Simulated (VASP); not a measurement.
# Ti (Fm-3m) in VASP: single point with LDA

Aim: the single point of Ti with LDA.

All numbers are computed with VASP 6.6.1; they aren't measurements. Logs are shortened: lines on timing, memory, paths and dates and some standing lists are left out, and cuts for length are marked.

### 1 The cell of the first run

Symmetry: Fm-3m, No. 225, cubic system. The conventional cell has a = 4.060 Å, b = 4.060 Å, c = 4.060 Å, α = 90.00°, β = 90.00°, γ = 90.00°. Ti (site symmetry m-3m) has 12 Ti at 2.87 Å within 3.8 Å.

### 2 Single point, LDA

The input, INCAR:

```
PREC     = Accurate       # precision mode
ENCUT    = 520            # plane-wave cutoff, eV
EDIFF    = 1E-6           # SCF threshold, eV
ISMEAR   = -1             # smearing method
SIGMA    = 0.02           # smearing width, eV
LREAL    = False          # projectors in reciprocal space
LASPH    = True           # aspherical terms in the spheres
NELM     = 100            # most SCF steps
ALGO     = Normal         # electronic algorithm
ISIF     = 2              # what is computed and relaxed
LWAVE    = False          # write WAVECAR
LCHARG   = False          # write CHGCAR
GGA      = CA             # functional
NBANDS   = 12             # bands
```

The input, KPOINTS:

```
Automatic mesh
0
Gamma
  8 8 8
```

The input, POSCAR:

```
Ti
1.0
    0.0000000000      2.0300000000      2.0300000000
    2.0300000000      0.0000000000      2.0300000000
    2.0300000000      2.0300000000      0.0000000000
Ti
1
Direct
    0.0000000000      0.0000000000      0.0000000000
```

Potentials or basis: VASP PAW LDA potentials, release 64 (Ti_sv).

Launch:

```console
$ cat potpaw_LDA.64/Ti_sv/POTCAR > POTCAR
$ mpirun -np 1 vasp_std > vasp.out
```

OUTCAR:

```text
PREC = Accurate
   ENCUT = 520
   EDIFF = 1E-6
   ISMEAR = -1
   LREAL = False
   LASPH = True
   NELM = 100
   ISIF = 2
   GGA = CA

 ion  position               nearest neighbor table
   1  0.000  0.000  0.000-

  LATTYP: Found a face centered cubic cell.
 ALAT       =     4.0600000000

  Lattice vectors:

 A1 = (   0.0000000000,   2.0300000000,   2.0300000000)
 A2 = (   2.0300000000,   0.0000000000,   2.0300000000)
 A3 = (   2.0300000000,   2.0300000000,   0.0000000000)

Analysis of symmetry for initial positions (statically):
=====================================================================
 Subroutine PRICEL returns:
 Original cell was already a primitive cell.

 Routine SETGRP: Setting up the symmetry group for a
 face centered cubic supercell.

 Subroutine GETGRP returns: Found 48 space group operations
 (whereof 48 operations were pure point group operations)
 out of a pool of 48 trial point group operations.

The static configuration has the point symmetry O_h .

Analysis of symmetry for dynamics (positions and initial velocities):
=====================================================================
 Subroutine PRICEL returns:
 Original cell was already a primitive cell.

 Routine SETGRP: Setting up the symmetry group for a
 face centered cubic supercell.

 Subroutine GETGRP returns: Found 48 space group operations
 (whereof 48 operations were pure point group operations)
 out of a pool of 48 trial point group operations.

The dynamic configuration has the point symmetry O_h .

 Subroutine INISYM returns: Found 48 space group operations
 (whereof 48 operations are pure point group operations),
 and found     1 'primitive' translations

----------------------------------------------------------------------------------------

                                     Primitive cell

  volume of cell :      16.7309

  direct lattice vectors                    reciprocal lattice vectors
     0.000000000  2.030000000  2.030000000    -0.246305419  0.246305419  0.246305419
     2.030000000  0.000000000  2.030000000     0.246305419 -0.246305419  0.246305419
     2.030000000  2.030000000  0.000000000     0.246305419  0.246305419 -0.246305419

  length of vectors
     2.870853532  2.870853532  2.870853532     0.426613499  0.426613499  0.426613499

  position of ions in fractional coordinates (direct lattice)
     0.000000000  0.000000000  0.000000000

[... 81 lines left out ...]
   ISIF   =      2    stress and relaxation
   ISYM   =      2    0-nonsym 1-usesym 2-fastsym
   POTIM  = 0.5000    time-step for ionic-motion
   TEBEG  =    0.0;   TEEND  =   0.0 temperature during run
   PSTRESS=    0.0 pullay stress
   NELECT =      12.0000    total number of electrons
   NUPDOWN=      -1.0000    fix difference up-down
   EMIN   =  10.00;   EMAX   =-10.00  energy-range for DOS
   EFERMI =   0.00;   METHOD = LEGACY
   ISMEAR =    -1;   SIGMA  =   0.02  broadening in eV -4-tet -1-fermi 0-gaus
   EFERMI_NEDOS =   21; number of points for ismear=-14 and -15
   IALGO  =     38    algorithm
   IMIX   =      4    mixing-type and parameters
     AMIX     =   0.40;   BMIX     =  1.00
     AMIX_MAG =   1.60;   BMIX_MAG =  1.00
  volume/ion in A,a.u.               =      16.73       112.91
  Fermi-wavevector in a.u.,A,eV,Ry     =   1.465421  2.769245 29.217967  2.147460
  Thomas-Fermi vector in A             =   2.581280
   LORBIT       =      0    0 simple, 1 ext, 2 COOP (PROOUT), +10 PAW based schemes
   GGA     = CA    functional components
   LHFCALC =     F    Hartree Fock is set to
   AEXX    =    0.0000 exact exchange contribution
   IVDW    =     0    specifies the selected vdW correction
   LEPSILON=     F    determine dielectric tensor
   LRPA    =     F    only Hartree local field effects (RPA)
 non-spin polarized calculation
  energy-cutoff  :      520.00
  volume of cell :       16.73
 maximum number of plane-waves:       464
 NGX is ok and might be reduce to    24
   NGX = 11   NGY = 11   NGZ = 11

 number of electron      12.0000002 magnetization

 Free energy of the ion-electron system (eV)
  ---------------------------------------------------
  ext. energy  EPLUGINS =         0.00000000
  ---------------------------------------------------
  free energy    TOTEN  =        -8.48342353 eV

  energy without entropy =       -8.48157356  energy(sigma->0) =       -8.48249854

 E-fermi :   8.4166     XC(G=0): -11.9671

 val. band max:        8.3533040460   @ k =  -0.3750   0.1250   0.0000
 cond. band min:       8.4388610874   @ k =   0.2500   0.0000   0.0000
 fundamental gap:      0.0855570414
 Fermi energy:         8.4166378066

 k-point     1 :       0.0000    0.0000    0.0000
  band No.  band energies     occupation
      1     -47.5925      2.00000
      2     -23.7739      2.00000
      3     -23.7739      2.00000
      4     -23.7739      2.00000
      5       2.2850      2.00000
      6       9.2369      0.00000
      7       9.2369      0.00000
      8       9.2369      0.00000
      9      10.9299      0.00000
     10      10.9299      0.00000
     11      23.9324      0.00000
     12      28.5210      0.00000
[... 331 lines left out ...]
 k-point    24 :      -0.3750    0.2500    0.1250
  band No.  band energies     occupation
      1     -47.4177      2.00000
      2     -24.4428      2.00000
      3     -24.0768      2.00000
      4     -23.9370      2.00000
      5       6.7580      2.00000
      6       7.5994      2.00000
      7       8.6522      0.00002
      8       9.9722      0.00000
      9      11.9307      0.00000
     10      14.2323      0.00000
     11      16.7616      0.00000
     12      22.3815      0.00000

 [... further k-points ...]

------------------------ aborting loop because EDIFF is reached ----------------------------------------

  FORCE on cell =-STRESS in cart. coord.  units (eV):
  Direction    XX          YY          ZZ          XY          YZ          ZX
  --------------------------------------------------------------------------------------
  -------------------------------------------------------------------------------------
  Total       -0.5238841     -0.5238841     -0.5238841     -0.0000000     -0.0000000     -0.0000000
  in kB      -50.1681020    -50.1681020    -50.1681020     -0.0000000     -0.0000000     -0.0000000
  external PRESSURE =     -50.1681020 kB  Pullay stress =       0.0000000 kB

 VOLUME and BASIS-vectors are now :
 -----------------------------------------------------------------------------
  energy-cutoff  :      520.00
  volume of cell :       16.73
      direct lattice vectors                 reciprocal lattice vectors
     0.000000000  2.030000000  2.030000000    -0.246305419  0.246305419  0.246305419
     2.030000000  0.000000000  2.030000000     0.246305419 -0.246305419  0.246305419
     2.030000000  2.030000000  0.000000000     0.246305419  0.246305419 -0.246305419

 POSITION                                       TOTAL-FORCE (eV/Angst)
 -----------------------------------------------------------------------------------
      0.00000      0.00000      0.00000         0.000000      0.000000      0.000000
 -----------------------------------------------------------------------------------
    total drift:                               -0.000000      0.000000     -0.000000

  FREE ENERGIE OF THE ION-ELECTRON SYSTEM (eV)
  ---------------------------------------------------
  free  energy   TOTEN  =        -8.4834235306 eV

  energy  without entropy=       -8.4815735551  energy(sigma->0) =       -8.48249854
```

OSZICAR:

```text
N       E                     dE             d eps       ncg     rms          rms(c)
DAV:   1     0.891364059890E+02    0.89136E+02   -0.65959E+03   696   0.121E+03
DAV:   2    -0.493860401854E+01   -0.94075E+02   -0.91184E+02   700   0.298E+02
DAV:   3    -0.936234816669E+01   -0.44237E+01   -0.43765E+01   928   0.663E+01
DAV:   4    -0.948128772154E+01   -0.11894E+00   -0.11872E+00   808   0.879E+00
DAV:   5    -0.948572781992E+01   -0.44401E-02   -0.44400E-02   824   0.136E+00    0.844E+00
DAV:   6    -0.849827871138E+01    0.98745E+00   -0.20076E+00   744   0.209E+01    0.221E+00
DAV:   7    -0.847717354928E+01    0.21105E-01   -0.95773E-02   840   0.335E+00    0.125E+00
DAV:   8    -0.848303197370E+01   -0.58584E-02   -0.39277E-02   732   0.253E+00    0.143E-01
DAV:   9    -0.848338045311E+01   -0.34848E-03   -0.24964E-03   880   0.551E-01    0.757E-02
DAV:  10    -0.848343180279E+01   -0.51350E-04   -0.35239E-04   736   0.209E-01    0.124E-02
DAV:  11    -0.848342461212E+01    0.71907E-05   -0.27999E-05   808   0.769E-02    0.998E-03
DAV:  12    -0.848342351790E+01    0.10942E-05   -0.27097E-06   776   0.178E-02    0.889E-04
DAV:  13    -0.848342353056E+01   -0.12668E-07   -0.10188E-07   416   0.323E-03
   1 F= -.84834235E+01 E0= -.84824985E+01  d E =-.184998E-02
```

stdout:

```text
POSCAR found type information on POSCAR Ti
 POSCAR found :  1 types and       1 ions
 scaLAPACK will be used
 LDA part: xc-table for (Slater(with rela. corr.)+CA(PZ))
 , standard interpolation
 POSCAR, INCAR and KPOINTS ok, starting setup
 FFT: planning ... GRIDC
 FFT: planning ... GRID_SOFT
 FFT: planning ... GRID
 WAVECAR not read
 entering main loop
```

Run time: 3.5 s. Hardware: 1 thread of Intel Xeon 6975P-C (Granite Rapids), shared host; peak memory 0.12 GiB.

What came out:

| Quantity | Value |
| --- | --- |
| Free energy | -8.4834 eV |
| Pressure | -5.0 GPa |
| Band gap on the k mesh | zero (band 6 reaches 9.24 eV, above the bottom of band 7 at 7.98 eV) |
